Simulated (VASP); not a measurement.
# Al3Ni2 (P-3m1) in VASP: notebook

Al3Ni2 is run at these levels: PBEsol; tasks: single point, relaxation of the atoms, relaxation of shape and atoms at fixed volume.

Program: VASP 6.6.1. These are calculated values, not measurements. Logs are shortened: lines on timing, memory, paths and dates and some standing lists are left out, and cuts for length are marked.

**1. The cell of the first run**

Symmetry: P-3m1, No. 164, trigonal system. The conventional cell has a = 4.003 Å, b = 4.003 Å, c = 4.859 Å, α = 90.00°, β = 90.00°, γ = 120.00°. Within 3.2 Å of Al (site symmetry -3m) lie 6 Ni at 2.42 Å and 6 Al at 2.88 Å. Al (site symmetry 3m) has 5 Ni at 2.42 to 2.52 Å and 6 Al at 2.72 to 2.88 Å within 3.2 Å. Within 3.2 Å of Ni (site symmetry 3m) lie 8 Al at 2.42 to 2.52 Å and 3 Ni at 2.71 Å.

**2. Single point, PBEsol**

The input, INCAR:

```
PREC = Accurate
ENCUT = 520
EDIFF = 1E-6
ISMEAR = 0
SIGMA = 0.1
LREAL = F
LASPH = T
NELM = 80
ALGO = Fast
ISIF = 2
LWAVE = F
LCHARG = F
GGA = PS
ISYM = 0
NBANDS = 22
```

The input, KPOINTS:

```
regular mesh
0
Gamma
  9 6 12
```

The input, POSCAR:

```
Al3Ni2
1.0
    4.0031396416      0.0000000000      0.0000000000
   -2.0015698208      5.9693585545      0.0000000000
    2.0015698208     -2.0134232402      2.8222282152
Al Ni
3 2
Direct
    0.0000000000      0.0000000000      0.0000000000
    0.6666666667      0.6477829058      0.3144495725
    0.3333333333      0.3522170942      0.6855504275
    0.6666666667      0.1455709070      0.8122375736
    0.3333333333      0.8544290930      0.1877624264
```

Potentials or basis: VASP PAW PBE potentials, release 64 (Al, Ni).

Run with:

```console
> cat potpaw_PBE.64/Al/POTCAR potpaw_PBE.64/Ni/POTCAR > POTCAR
> mpirun -np 1 vasp_std > vasp.out
```

OUTCAR:

```text
PREC = Accurate
   ENCUT = 520
   EDIFF = 1E-6
   ISMEAR = 0
   LREAL = F
   LASPH = T
   NELM = 80
   ISIF = 2
   GGA = PS
   ISYM = 0

 ion  position               nearest neighbor table
   1  0.000  0.000  0.000-   4 2.42   5 2.42   5 2.42   4 2.42   4 2.42   5 2.42   3 2.88   2 2.88
                             3 2.88   2 2.88   3 2.88   2 2.88
   2  0.667  0.648  0.314-   4 2.42   4 2.44   5 2.52   5 2.52   5 2.52   3 2.72   3 2.72   3 2.72
                             1 2.88   1 2.88   1 2.88
   3  0.333  0.352  0.686-   5 2.42   5 2.44   4 2.52   4 2.52   4 2.52   2 2.72   2 2.72   2 2.72
                             1 2.88   1 2.88   1 2.88
   4  0.667  0.146  0.812-   1 2.42   1 2.42   1 2.42   2 2.42   2 2.44   3 2.52   3 2.52   3 2.52
                             5 2.71   5 2.71   5 2.71
   5  0.333  0.854  0.188-   1 2.42   1 2.42   1 2.42   3 2.42   3 2.44   2 2.52   2 2.52   2 2.52
                             4 2.71   4 2.71   4 2.71

IMPORTANT INFORMATION: All symmetrisations will be switched off!
NOSYMM: (Re-)initialisation of all symmetry stuff for point group C_1.

----------------------------------------------------------------------------------------

                                     Primitive cell

  volume of cell :      67.4405

  direct lattice vectors                    reciprocal lattice vectors
     4.003139642  0.000000000  0.000000000     0.249803926  0.083761093 -0.117408460
    -2.001569821  5.969358555  0.000000000     0.000000000  0.167522187  0.119513037
     2.001569821 -2.013423240  2.822228215     0.000000000  0.000000000  0.354329956

  length of vectors
     4.003139642  6.295992638  4.003139642     0.288448728  0.205783987  0.354329956

  position of ions in fractional coordinates (direct lattice)
     0.000000000  0.000000000  0.000000000
     0.666666667  0.647782906  0.314449573
     0.333333333  0.352217094  0.685550427
     0.666666667  0.145570907  0.812237574
     0.333333333  0.854429093  0.187762426

  ion indices of the primitive-cell ions
   primitive index   ion index
                 1           1
                 2           2
                 3           3
                 4           4
                 5           5

----------------------------------------------------------------------------------------

 KPOINTS: regular mesh

Automatic generation of k-mesh.
 Grid dimensions read from file:
 generate k-points for:    9    6   12

 Generating k-lattice:

[... 80 lines left out ...]
   LASPH  =      T    aspherical Exc in radial PAW
   ENCUT  =  520.0 eV  38.22 Ry    6.18 a.u.   7.44 11.71  7.44*2*pi/ulx,y,z
   NELM   =     80;   NELMIN=  2; NELMDL= -5     # of ELM steps
   EDIFF  = 0.1E-05   stopping-criterion for ELM
   LREAL  =      F    real-space projection
   EDIFFG = 0.1E-04   stopping-criterion for IOM
   NSW    =      0    number of steps for IOM
   IBRION =     -1    ionic relax: 0-MD 1-quasi-New 2-CG
   NFREE  =      0    steps in history (QN), initial steepest desc. (CG)
   ISIF   =      2    stress and relaxation
   ISYM   =      0    0-nonsym 1-usesym 2-fastsym
   POTIM  = 0.5000    time-step for ionic-motion
   TEBEG  =    0.0;   TEEND  =   0.0 temperature during run
   PSTRESS=    0.0 pullay stress
   NELECT =      29.0000    total number of electrons
   NUPDOWN=      -1.0000    fix difference up-down
   EMIN   =  10.00;   EMAX   =-10.00  energy-range for DOS
   EFERMI =   0.00;   METHOD = LEGACY
   ISMEAR =     0;   SIGMA  =   0.10  broadening in eV -4-tet -1-fermi 0-gaus
   EFERMI_NEDOS =   21; number of points for ismear=-14 and -15
   IALGO  =     68    algorithm
   IMIX   =      4    mixing-type and parameters
     AMIX     =   0.40;   BMIX     =  1.00
     AMIX_MAG =   1.60;   BMIX_MAG =  1.00
  volume/ion in A,a.u.               =      13.49        91.02
  Fermi-wavevector in a.u.,A,eV,Ry     =   1.235665  2.335068 20.774291  1.526867
  Thomas-Fermi vector in A             =   2.370305
   LORBIT       =      0    0 simple, 1 ext, 2 COOP (PROOUT), +10 PAW based schemes
   GGA     = PS    functional components
   LHFCALC =     F    Hartree Fock is set to
   AEXX    =    0.0000 exact exchange contribution
   IVDW    =     0    specifies the selected vdW correction
   LEPSILON=     F    determine dielectric tensor
   LRPA    =     F    only Hartree local field effects (RPA)
 non-spin polarized calculation
 RMM-DIIS sequential band-by-band and
 Gauss-broadening in eV      SIGMA  =   0.10
  energy-cutoff  :      520.00
  volume of cell :       67.44
 maximum number of plane-waves:      1836
 NGX is ok and might be reduce to    30
   NGX = 15   NGY = 23   NGZ = 15

 number of electron      29.0000001 magnetization

 Free energy of the ion-electron system (eV)
  ---------------------------------------------------
  ext. energy  EPLUGINS =         0.00000000
  ---------------------------------------------------
  free energy    TOTEN  =       -27.66366081 eV

  energy without entropy =      -27.65624524  energy(sigma->0) =      -27.65995302

 E-fermi :   8.4906     XC(G=0): -11.3628

 val. band max:        8.4874151397   @ k =   0.2222   0.1667   0.0000
 cond. band min:       8.5012681290   @ k =   0.0000   0.1667   0.2500
 fundamental gap:      0.0138529893
 Fermi energy:         8.4905744216

 k-point     1 :       0.0000    0.0000    0.0000
  band No.  band energies     occupation
      1      -2.0647      2.00000
      2       3.2760      2.00000
      3       3.6674      2.00000
      4       4.9148      2.00000
      5       4.9151      2.00000
      6       5.4912      2.00000
[... 589 lines left out ...]
     21      13.0436      0.00000
     22      13.4267      0.00000

 [... further k-points ...]
[... 5 lines left out ...]
  --------------------------------------------------------------------------------------
  -------------------------------------------------------------------------------------
  Total        0.0170143      0.1096047      0.0668561      0.0086443      0.1071894     -0.0184878
  in kB        0.4042073      2.6038687      1.5882941      0.2053612      2.5464901     -0.4392131
  external PRESSURE =       1.5321234 kB  Pullay stress =       0.0000000 kB

 VOLUME and BASIS-vectors are now :
 -----------------------------------------------------------------------------
  energy-cutoff  :      520.00
  volume of cell :       67.44
      direct lattice vectors                 reciprocal lattice vectors
     4.003139642  0.000000000  0.000000000     0.249803926  0.083761093 -0.117408460
    -2.001569821  5.969358555  0.000000000     0.000000000  0.167522187  0.119513037
     2.001569821 -2.013423240  2.822228215     0.000000000  0.000000000  0.354329956

 POSITION                                       TOTAL-FORCE (eV/Angst)
 -----------------------------------------------------------------------------------
      0.00000      0.00000      0.00000        -0.000000      0.000001      0.000001
      2.00157      3.23373      0.88745         0.005265     -0.006337      0.001379
      2.00157      0.72221      1.93478        -0.005265      0.006326     -0.001387
      4.00314     -0.76641      2.29232         0.006132      0.008254      0.011104
     -0.00000      4.72235      0.52991        -0.006131     -0.008245     -0.011097
 -----------------------------------------------------------------------------------
    total drift:                                0.000001      0.000019      0.000015

  FREE ENERGIE OF THE ION-ELECTRON SYSTEM (eV)
  ---------------------------------------------------
  free  energy   TOTEN  =       -27.6636608086 eV

  energy  without entropy=      -27.6562452400  energy(sigma->0) =      -27.65995302
```

OSZICAR:

```text
N       E                     dE             d eps       ncg     rms          rms(c)
DAV:   1     0.137241047825E+03    0.13724E+03   -0.11795E+04 14368   0.134E+03
DAV:   2    -0.240575563960E+02   -0.16130E+03   -0.15231E+03 14470   0.272E+02
DAV:   3    -0.310930910468E+02   -0.70355E+01   -0.68718E+01 17654   0.723E+01
DAV:   4    -0.312456912531E+02   -0.15260E+00   -0.15247E+00 16772   0.953E+00
DAV:   5    -0.312512177553E+02   -0.55265E-02   -0.55262E-02 18124   0.195E+00    0.192E+01
RMM:   6    -0.379965634345E+02   -0.67453E+01   -0.73665E+01 16418   0.948E+01    0.297E+01
RMM:   7    -0.279187012187E+02    0.10078E+02   -0.21251E+01 14350   0.535E+01    0.300E+00
RMM:   8    -0.277119432762E+02    0.20676E+00   -0.12680E+00 14436   0.971E+00    0.220E+00
RMM:   9    -0.276612576259E+02    0.50686E-01   -0.26730E-01 15117   0.443E+00    0.547E-01
RMM:  10    -0.276639658020E+02   -0.27082E-02   -0.42202E-02 16641   0.167E+00    0.467E-01
RMM:  11    -0.276642863808E+02   -0.32058E-03   -0.11330E-02 17066   0.119E+00    0.347E-01
RMM:  12    -0.276641005321E+02    0.18585E-03   -0.21623E-03 18180   0.387E-01    0.255E-01
RMM:  13    -0.276639440180E+02    0.15651E-03   -0.43153E-03 16367   0.651E-01    0.177E-01
RMM:  14    -0.276636727089E+02    0.27131E-03   -0.11793E-03 15946   0.410E-01    0.570E-02
RMM:  15    -0.276636577249E+02    0.14984E-04   -0.19144E-04 19858   0.110E-01    0.206E-02
RMM:  16    -0.276636663400E+02   -0.86151E-05   -0.44996E-05 17697   0.467E-02    0.270E-02
RMM:  17    -0.276636618067E+02    0.45333E-05   -0.35865E-05 16067   0.619E-02    0.130E-02
RMM:  18    -0.276636608086E+02    0.99804E-06   -0.56563E-06 14584   0.253E-02
   1 F= -.27663661E+02 E0= -.27659953E+02  d E =-.741557E-02
```

stdout:

```text
POSCAR found type information on POSCAR AlNi
 POSCAR found :  2 types and       5 ions
 scaLAPACK will be used
 -----------------------------------------------------------------------------
|                                                                             |
|                                                                             |
|     You enforced a specific xc type in the INCAR file but a different       |
[... 22 lines left out ...]
 -----------------------------------------------------------------------------

 POSCAR, INCAR and KPOINTS ok, starting setup
 FFT: planning ... GRIDC
 FFT: planning ... GRID_SOFT
 FFT: planning ... GRID
 WAVECAR not read
 entering main loop
```

It took 11 min on 1 thread of Intel Xeon 6975P-C, shared host; peak memory 0.53 GiB.

Results:

```
Free energy   : -27.6637 eV
Pressure      : 0.2 GPa
Largest force : 0.015 eV/Å
```

Forces on the atoms (eV/Å):
```
Al   0.000  0.000  0.000
Al   0.005 -0.006  0.001
Al  -0.005  0.006 -0.001
Ni   0.006  0.008  0.011
Ni  -0.006 -0.008 -0.011
```

Stress tensor (GPa, compression positive):
```
 0.04  0.02 -0.04
 0.02  0.26  0.25
-0.04  0.25  0.16
```

Levels at points of the mesh, in eV from the Fermi level:
```tsv
k point	band 12	band 13	band 14	band 15	band 16	band 17	band 18	band 19
(0.00, 0.00, 0.00)	-1.67	-1.29	1.28	1.28	3.17	3.17	4.38	4.74
(0.00, 0.50, 0.00)	-1.78	2.75	2.75	2.88	2.88	3.30	4.24	4.38
(0.00, 0.00, 0.50)	-1.76	-1.72	-1.06	-0.32	1.55	2.13	3.25	6.42
(0.00, 0.50, 0.50)	-1.84	-1.56	-1.53	-1.24	1.37	2.09	2.22	4.77
```

Caveat: the PAW data sets were made with another functional, which shifts forces and pressure a little. Spin polarisation is off, so any magnetic state and its effect on volume and gap are missing.

**3. Relaxation of the atoms, PBEsol (equal strain along all axes, cell held: +3.0 %)**

The input, INCAR:

```
SYSTEM = Al3Ni2
ALGO = Fast
EDIFF = 1E-6
EDIFFG = -0.008
ENCUT = 520
GGA = PS
IBRION = 2
ISIF = 2
ISMEAR = 0
LASPH = .True.
LCHARG = .False.
LREAL = .False.
LWAVE = .False.
NELM = 60
NSW = 60
PREC = Accurate
SIGMA = 0.1
```

The input, KPOINTS:

```
k-points
0
Gamma
  12 12 8
  0 0 0
```

The input, POSCAR:

```
Al3Ni2
1.0
    4.1232338341      0.0000000000      0.0000000000
   -2.0616169171      3.5708252461      0.0000000000
    0.0000000000      0.0000000000      5.0052485523
Al Ni
3 2
Direct
    0.0000000000      0.0000000000      0.0000000000
    0.3333333333      0.6666666667      0.6491147301
    0.6666666667      0.3333333333      0.3508852699
    0.3333333333      0.6666666667      0.1446667133
    0.6666666667      0.3333333333      0.8553332867
```

Potentials or basis: VASP PAW PBE potentials, release 64 (Al, Ni).

Run with:

```console
> cat potpaw_PBE.64/Al/POTCAR potpaw_PBE.64/Ni/POTCAR > POTCAR
> mpirun -np 1 vasp_std > vasp.out
```

Wall time 10 min (1 thread of Intel Xeon 8259CL, shared host); peak memory 0.32 GiB.

The run converged. Its results:

```yaml
Free_energy: -27.4532 eV
Energy_gained_by_relaxing: 0.0 meV/atom
Ionic_steps: 3
Pressure_after_relaxing: -10.3 GPa
Largest_force_after_relaxing: 0.004 eV/Å
```

Forces in eV/Å, atoms in the order of the input:
```
Al   0.000  0.000  0.000
Al   0.000  0.000  0.002
Al   0.000  0.000 -0.002
Ni   0.000  0.000  0.004
Ni   0.000  0.000 -0.004
```

Stress tensor (GPa, compression positive):
```
-10.12   0.00   0.00
  0.00 -10.12   0.00
  0.00   0.00 -10.60
```

The path:
```
step  energy change (eV)  largest force (eV/Å)  pressure (GPa)
   1              0.0000                0.0443          -10.70
   2             -0.0002                0.0203          -10.35
   3             -0.0002                0.0041          -10.28
```

Final structure:
```xyz
5
Lattice="4.1232 0.0000 0.0000 -2.0616 3.5708 0.0000 0.0000 0.0000 5.0052" Properties=species:S:1:pos:R:3 pbc="T T T"
Al    0.0000    0.0000    0.0000
Al    0.0000    2.3805    3.2527
Al    2.0616    1.1903    1.7525
Ni    0.0000    2.3805    0.7222
Ni    2.0616    1.1903    4.2830
```

Levels at points of the mesh, in eV from the Fermi level:
| k point | band 13 | band 14 | band 15 | band 16 | band 17 | band 18 |
| --- | --- | --- | --- | --- | --- | --- |
| (0.00, 0.00, 0.00) | -1.17 | 1.22 | 1.22 | 2.97 | 2.97 | 3.90 |
| (0.50, 0.00, 0.00) | -1.40 | -1.39 | -1.15 | 1.19 | 1.72 | 2.08 |
| (0.00, 0.00, 0.50) | 2.60 | 2.60 | 2.79 | 2.79 | 3.24 | 3.87 |
| (0.50, 0.00, 0.50) | -1.54 | -0.97 | -0.29 | 1.45 | 1.95 | 2.86 |

Caveat: the cell differs from its parent crystal (equal strain along all axes, cell held: +3.0 %); the PAW data sets were made with another functional, which shifts forces and pressure a little.

(Continued in part 2 of 2.)
